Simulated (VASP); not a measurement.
# KBr (Fm-3m) in VASP: further runs

The runs below take KBr through single point, with PBE.

Everything below comes from runs of VASP 6.6.1. Logs are shortened: lines on timing, memory, paths and dates and some standing lists are left out, and cuts for length are marked.

## (1) The cell of the first run

The structure is cubic, space group Fm-3m (No. 225). Conventional cell: a = 6.660 Å, b = 6.660 Å, c = 6.660 Å, α = 90.00°, β = 90.00°, γ = 90.00°. Within 4.4 Å of K (site symmetry m-3m) lie 6 Br at 3.33 Å. Within 4.4 Å of Br (site symmetry m-3m) lie 6 K at 3.33 Å.

## (2) Single point, PBE (volume scaled by 0.980)

The input, INCAR:

```
  PREC = Accurate
  ENCUT = 520
  EDIFF = 1E-6
  ISMEAR = 0
  SIGMA = 0.05
  LREAL = F
  LASPH = T
  NELM = 100
  ALGO = Normal
  ISIF = 2
  LWAVE = F
  LCHARG = F
  GGA = PE
  NBANDS = 15
```

The input, KPOINTS:

```
regular mesh
0
Gamma
  10 10 10
```

The input, POSCAR:

```
KBr
1.0
    0.0000000000      3.3301714382      3.3301714382
    3.3301714382      0.0000000000      3.3301714382
    3.3301714382      3.3301714382      0.0000000000
K Br
1 1
Direct
    0.0000000000      0.0000000000      0.0000000000
    0.5000000000      0.5000000000      0.5000000000
```

Potentials or basis: VASP PAW PBE potentials, release 64 (K_sv, Br).

Started as:

```console
cat potpaw_PBE.64/K_sv/POTCAR potpaw_PBE.64/Br/POTCAR > POTCAR
mpirun -np 1 vasp_std > vasp.out
```

OUTCAR:

```text
PREC = Accurate
   ENCUT = 520
   EDIFF = 1E-6
   ISMEAR = 0
   LREAL = F
   LASPH = T
   NELM = 100
   ISIF = 2
   GGA = PE

 ion  position               nearest neighbor table
   1  0.000  0.000  0.000-
   2  0.500  0.500  0.500-

  LATTYP: Found a face centered cubic cell.
 ALAT       =     6.6603428764

  Lattice vectors:

 A1 = (   0.0000000000,   3.3301714382,   3.3301714382)
 A2 = (   3.3301714382,   0.0000000000,   3.3301714382)
 A3 = (   3.3301714382,   3.3301714382,   0.0000000000)

Analysis of symmetry for initial positions (statically):
=====================================================================
 Subroutine PRICEL returns:
 Original cell was already a primitive cell.

 Routine SETGRP: Setting up the symmetry group for a
 face centered cubic supercell.

 Subroutine GETGRP returns: Found 48 space group operations
 (whereof 48 operations were pure point group operations)
 out of a pool of 48 trial point group operations.

The static configuration has the point symmetry O_h .

Analysis of symmetry for dynamics (positions and initial velocities):
=====================================================================
 Subroutine PRICEL returns:
 Original cell was already a primitive cell.

 Routine SETGRP: Setting up the symmetry group for a
 face centered cubic supercell.

 Subroutine GETGRP returns: Found 48 space group operations
 (whereof 48 operations were pure point group operations)
 out of a pool of 48 trial point group operations.

The dynamic configuration has the point symmetry O_h .

 Subroutine INISYM returns: Found 48 space group operations
 (whereof 48 operations are pure point group operations),
 and found     1 'primitive' translations

----------------------------------------------------------------------------------------

                                     Primitive cell

  volume of cell :      73.8635

  direct lattice vectors                    reciprocal lattice vectors
     0.000000000  3.330171438  3.330171438    -0.150142420  0.150142420  0.150142420
     3.330171438  0.000000000  3.330171438     0.150142420 -0.150142420  0.150142420
     3.330171438  3.330171438  0.000000000     0.150142420  0.150142420 -0.150142420

  length of vectors
     4.709573613  4.709573613  4.709573613     0.260054300  0.260054300  0.260054300

  position of ions in fractional coordinates (direct lattice)
     0.000000000  0.000000000  0.000000000
     0.500000000  0.500000000  0.500000000

  ion indices of the primitive-cell ions
   primitive index   ion index
                 1           1
                 2           2

----------------------------------------------------------------------------------------

 KPOINTS: regular mesh

Automatic generation of k-mesh.
 Grid dimensions read from file:
 generate k-points for:   10   10   10

 Generating k-lattice:

  Cartesian coordinates                     Fractional coordinates (reciprocal lattice)
    -0.015014242  0.015014242  0.015014242     0.100000000  0.000000000  0.000000000
     0.015014242 -0.015014242  0.015014242     0.000000000  0.100000000  0.000000000
     0.015014242  0.015014242 -0.015014242     0.000000000  0.000000000  0.100000000

  Length of vectors
     0.026005430  0.026005430  0.026005430

  Shift w.r.t. Gamma in fractional coordinates (k-lattice)
     0.000000000  0.000000000  0.000000000

 Subroutine IBZKPT returns following result:
 ===========================================

 Found     47 irreducible k-points:

 Following reciprocal coordinates:
            Coordinates               Weight
  0.000000  0.000000  0.000000      1.000000
  0.100000  0.000000  0.000000      8.000000
  0.200000  0.000000  0.000000      8.000000
  0.300000  0.000000  0.000000      8.000000
  0.400000  0.000000  0.000000      8.000000
  0.500000  0.000000  0.000000      4.000000
[... 16 lines left out ...]
  0.300000  0.300000  0.000000      6.000000
  0.400000  0.300000  0.000000     24.000000
 [... further k-points ...]
   k-points           NKPTS =     47   k-points in BZ     NKDIM =     47   number of bands    NBANDS=     15
   number of dos      NEDOS =    301   number of ions     NIONS =      2
   total plane-waves  NPLWV =  46656
   dimension x,y,z NGX =    36 NGY =   36 NGZ =   36
   dimension x,y,z NGXF=    72 NGYF=   72 NGZF=   72
   ions per type =               1   1
   NGX,Y,Z   is equivalent  to a cutoff of  12.71, 12.71, 12.71 a.u.
   NGXF,Y,Z  is equivalent  to a cutoff of  25.42, 25.42, 25.42 a.u.
 SYSTEM =  unknown system
   PREC   = accura    normal or accurate (medium, high low for compatibility)
   ISTART =      0    job   : 0-new  1-cont  2-samecut
   ICHARG =      2    charge: 1-file 2-atom 10-const
   ISPIN  =      1    spin polarized calculation?
   LNONCOLLINEAR =      F non collinear calculations
   LSORBIT =      F    spin-orbit coupling
   LASPH  =      T    aspherical Exc in radial PAW
   ENCUT  =  520.0 eV  38.22 Ry    6.18 a.u.   8.76  8.76  8.76*2*pi/ulx,y,z
   NELM   =    100;   NELMIN=  2; NELMDL= -5     # of ELM steps
   EDIFF  = 0.1E-05   stopping-criterion for ELM
   LREAL  =      F    real-space projection
   EDIFFG = 0.1E-04   stopping-criterion for IOM
   NSW    =      0    number of steps for IOM
   IBRION =     -1    ionic relax: 0-MD 1-quasi-New 2-CG
   NFREE  =      0    steps in history (QN), initial steepest desc. (CG)
   ISIF   =      2    stress and relaxation
   ISYM   =      2    0-nonsym 1-usesym 2-fastsym
   POTIM  = 0.5000    time-step for ionic-motion
   TEBEG  =    0.0;   TEEND  =   0.0 temperature during run
   PSTRESS=    0.0 pullay stress
   NELECT =      16.0000    total number of electrons
   NUPDOWN=      -1.0000    fix difference up-down
   EMIN   =  10.00;   EMAX   =-10.00  energy-range for DOS
   EFERMI =   0.00;   METHOD = LEGACY
   ISMEAR =     0;   SIGMA  =   0.05  broadening in eV -4-tet -1-fermi 0-gaus
   EFERMI_NEDOS =   21; number of points for ismear=-14 and -15
   IALGO  =     38    algorithm
   IMIX   =      4    mixing-type and parameters
     AMIX     =   0.40;   BMIX     =  1.00
     AMIX_MAG =   1.60;   BMIX_MAG =  1.00
  volume/ion in A,a.u.               =      36.93       249.23
  Fermi-wavevector in a.u.,A,eV,Ry     =   0.983192  1.857963 13.152290  0.966666
  Thomas-Fermi vector in A             =   2.114331
   LORBIT       =      0    0 simple, 1 ext, 2 COOP (PROOUT), +10 PAW based schemes
   GGA     = PE    functional components
   LHFCALC =     F    Hartree Fock is set to
   AEXX    =    0.0000 exact exchange contribution
   IVDW    =     0    specifies the selected vdW correction
   LEPSILON=     F    determine dielectric tensor
   LRPA    =     F    only Hartree local field effects (RPA)
 non-spin polarized calculation
 Gauss-broadening in eV      SIGMA  =   0.05
  energy-cutoff  :      520.00
  volume of cell :       73.86
 maximum number of plane-waves:      2012
   NGX = 17   NGY = 17   NGZ = 17

 number of electron      15.9999997 magnetization

 Free energy of the ion-electron system (eV)
  ---------------------------------------------------
  ext. energy  EPLUGINS =         0.00000000
  ---------------------------------------------------
  free energy    TOTEN  =        -6.22186006 eV

  energy without entropy =       -6.22186006  energy(sigma->0) =       -6.22186006

 E-fermi :  -1.6100     XC(G=0):  -7.2622

 val. band max:       -1.8467122274   @ k =   0.0000   0.0000   0.0000
 cond. band min:       2.5150602875   @ k =   0.0000   0.0000   0.0000
 fundamental gap:      4.3617725149
 Fermi energy:        -1.6099504500

 k-point     1 :       0.0000    0.0000    0.0000
  band No.  band energies     occupation
      1     -29.6871      2.00000
      2     -14.1065      2.00000
      3     -13.1623      2.00000
      4     -13.1623      2.00000
      5     -13.1623      2.00000
      6      -1.8467      2.00000
      7      -1.8467      2.00000
      8      -1.8467      2.00000
      9       2.5151      0.00000
     10       5.7503      0.00000
     11       5.7503      0.00000
     12       5.7503      0.00000
     13       6.5565      0.00000
     14       6.5565      0.00000
     15       9.6836      0.00000

 k-point     2 :       0.1000    0.0000    0.0000
  band No.  band energies     occupation
      1     -29.6867      2.00000
      2     -14.1262      2.00000
      3     -13.1628      2.00000
      4     -13.1628      2.00000
      5     -13.1364      2.00000
      6      -1.9884      2.00000
      7      -1.8786      2.00000
      8      -1.8786      2.00000
      9       2.7659      0.00000
     10       5.6760      0.00000
     11       5.8665      0.00000
     12       5.8665      0.00000
     13       6.6818      0.00000
     14       6.6818      0.00000
     15      10.0435      0.00000

 k-point     3 :       0.2000    0.0000    0.0000
  band No.  band energies     occupation
      1     -29.6855      2.00000
      2     -14.1737      2.00000
      3     -13.1641      2.00000
      4     -13.1641      2.00000
      5     -13.0728      2.00000
      6      -2.3119      2.00000
      7      -1.9598      2.00000
      8      -1.9598      2.00000
      9       3.3854      0.00000
     10       5.5891      0.00000
     11       6.1985      0.00000
     12       6.1985      0.00000
     13       7.0419      0.00000
     14       7.0419      0.00000
     15      10.6048      0.00000
[... 343 lines left out ...]
 k-point    23 :       0.3000    0.3000    0.0000
  band No.  band energies     occupation
      1     -29.6830      2.00000
      2     -14.1339      2.00000
      3     -13.1831      2.00000
      4     -13.1831      2.00000
      5     -13.0995      2.00000
      6      -2.6017      2.00000
      7      -2.0429      2.00000
      8      -2.0429      2.00000
      9       4.3528      0.00000
     10       4.4735      0.00000
     11       7.1093      0.00000
     12       7.6683      0.00000
     13       7.6683      0.00000
     14       7.7181      0.00000
     15       9.1221      0.00000

 k-point    24 :       0.4000    0.3000    0.0000
  band No.  band energies     occupation
      1     -29.6821      2.00000
      2     -14.1168      2.00000
      3     -13.1910      2.00000
      4     -13.1862      2.00000
      5     -13.1158      2.00000
      6      -2.6441      2.00000
      7      -2.1272      2.00000
      8      -2.0879      2.00000
      9       4.4072      0.00000
     10       4.8519      0.00000
     11       7.3374      0.00000
     12       7.4465      0.00000
     13       8.0638      0.00000
     14       8.1873      0.00000
     15       8.7782      0.00000

 [... further k-points ...]

------------------------ aborting loop because EDIFF is reached ----------------------------------------

  FORCE on cell =-STRESS in cart. coord.  units (eV):
  Direction    XX          YY          ZZ          XY          YZ          ZX
  --------------------------------------------------------------------------------------
  -------------------------------------------------------------------------------------
  Total        0.1474702      0.1474702      0.1474702      0.0000000      0.0000000      0.0000000
  in kB        3.1987862      3.1987862      3.1987862      0.0000000      0.0000000      0.0000000
  external PRESSURE =       3.1987862 kB  Pullay stress =       0.0000000 kB

 VOLUME and BASIS-vectors are now :
 -----------------------------------------------------------------------------
  energy-cutoff  :      520.00
  volume of cell :       73.86
      direct lattice vectors                 reciprocal lattice vectors
     0.000000000  3.330171438  3.330171438    -0.150142420  0.150142420  0.150142420
     3.330171438  0.000000000  3.330171438     0.150142420 -0.150142420  0.150142420
     3.330171438  3.330171438  0.000000000     0.150142420  0.150142420 -0.150142420

 POSITION                                       TOTAL-FORCE (eV/Angst)
 -----------------------------------------------------------------------------------
      0.00000      0.00000      0.00000         0.000000     -0.000000     -0.000000
      3.33017      3.33017      3.33017        -0.000000      0.000000      0.000000
 -----------------------------------------------------------------------------------
    total drift:                                0.000000      0.000000      0.000000

  FREE ENERGIE OF THE ION-ELECTRON SYSTEM (eV)
  ---------------------------------------------------
  free  energy   TOTEN  =        -6.2218600562 eV

  energy  without entropy=       -6.2218600562  energy(sigma->0) =       -6.22186006
```

Wall time 70 s (1 thread of AMD EPYC 7R13, shared host); peak memory 0.2 GiB.

What came out:

```
Free energy            : -6.2219 eV
Pressure               : 0.3 GPa
Band gap on the k mesh : 4.36 eV, direct
```

Levels at points of the mesh, in eV from the valence-band top:
```
           k point  band 5  band 6  band 7  band 8  band 9  band 10  band 11  band 12
(0.00, 0.00, 0.00)  -11.32    0.00    0.00    0.00    4.36     7.60     7.60     7.60
(0.50, 0.00, 0.00)  -11.08   -1.13   -0.31   -0.31    6.53     8.13     9.69     9.69
(0.50, 0.50, 0.00)  -11.35   -0.78   -0.28   -0.28    5.89     7.10     9.32     9.36
```

(Continued in part 2 of 2.)
